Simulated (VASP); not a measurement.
# CO2: relaxation of cell and atoms with PBE+D3(BJ)

Crystal: CO2.

```
C O
1.0
     5.43612    0.00000    0.00000
     0.00000    5.43612    0.00000
     0.00000    0.00000    5.43612
C O
4 8
Direct
  0.00000 0.00000 0.00000
  0.50000 0.00000 0.50000
  0.50000 0.50000 0.00000
  0.00000 0.50000 0.50000
  0.12396 0.12396 0.12396
  0.37604 0.87604 0.62396
  0.62396 0.37604 0.87604
  0.87604 0.62396 0.37604
  0.87604 0.87604 0.87604
  0.62396 0.12396 0.37604
  0.37604 0.62396 0.12396
  0.12396 0.37604 0.62396
```

```yaml
Program: VASP 6.6.1
Task: relaxation of cell and atoms
Functional: PBE
Dispersion: D3(BJ)
Potentials_or_basis: VASP PAW PBE potentials, release 64 (C, O)
Cutoff: 600 eV
k_mesh: 4 × 4 × 4
Occupations: gaussian, width 0.1 eV
Spin: no spin polarisation
Target_pressure: 1.74 GPa
Dipole_correction: no
Further_INCAR_settings: ALGO = Normal; EDIFF = 1e-07; IBRION = 2; EDIFFG = -0.05; NSW = 80; ISIF = 3
```

```yaml
Relaxed_volume: 13.42 Å³/atom
Relaxed_cell: a = 5.441 Å, b = 5.441 Å, c = 5.441 Å, α = 90.00°, β = 90.00°, γ = 90.00°
Space_group_after_relaxing_to_0.05_Å: Pa-3 (No. 205)
Energy_change_on_relaxing_the_enthalpy_is_what_falls: -1.5 meV/atom
Ionic_steps: 3
Pressure_after_relaxing: 1.2 GPa
Largest_force_after_relaxing: 0.018 eV/Å
Band_gap_on_the_k_mesh: 6.82 eV, direct
Dispersion_energy_per_atom: -0.078 eV
```

Forces on the atoms (eV/Å):
```
C    0.000  0.000  0.000
C    0.000  0.000  0.000
C    0.000  0.000  0.000
C    0.000  0.000  0.000
O    0.010  0.010  0.010
O   -0.010 -0.010  0.010
O    0.010 -0.010 -0.010
O   -0.010  0.010 -0.010
O   -0.010 -0.010 -0.010
O    0.010  0.010 -0.010
O   -0.010  0.010  0.010
O    0.010 -0.010  0.010
```

The path:
```tsv
step	energy change (eV)	largest force (eV/Å)	pressure (GPa)	volume (Å³)
1	0.0000	0.6350	3.14	160.65
2	0.3432	2.9138	-7.86	163.37
3	-0.0181	0.0176	1.25	161.06
```

Final structure:
```
C O
1.0
     5.44079    0.00000    0.00000
     0.00000    5.44079    0.00000
     0.00000    0.00000    5.44079
C O
4 8
Direct
  0.00000 0.00000 0.00000
  0.50000 0.00000 0.50000
  0.50000 0.50000 0.00000
  0.00000 0.50000 0.50000
  0.12448 0.12448 0.12448
  0.37552 0.87552 0.62448
  0.62448 0.37552 0.87552
  0.87552 0.62448 0.37552
  0.87552 0.87552 0.87552
  0.62448 0.12448 0.37552
  0.37552 0.62448 0.12448
  0.12448 0.37552 0.62448
```

Levels at points of the mesh, in eV from the valence-band top:
```tsv
k point	band 28	band 29	band 30	band 31	band 32	band 33	band 34	band 35	band 36	band 37
(0.00, 0.00, 0.00)	-0.24	-0.24	-0.24	0.00	0.00	6.82	7.80	7.80	7.80	8.14
(0.50, 0.00, 0.00)	-0.45	-0.37	-0.37	-0.09	-0.09	7.74	7.74	8.02	8.02	8.33
(0.50, 0.50, 0.00)	-0.40	-0.33	-0.33	-0.33	-0.33	7.74	7.74	7.74	7.74	8.53
(0.50, 0.50, 0.50)	-0.42	-0.39	-0.39	-0.39	-0.39	7.72	7.72	7.72	7.72	8.78
```

Run time: 5.2 min on 1 thread of Oxide Virtual Turin-like Processor (shared host), peak memory 0.33 GiB.

Caveat: the cell is relaxed towards a set pressure, so the enthalpy falls and the energy may rise; the relaxation stopped at a loose force limit of 0.05 eV/Å, so its end isn't a converged minimum. PBE gaps usually lie below the measured ones, often by a third to a half.
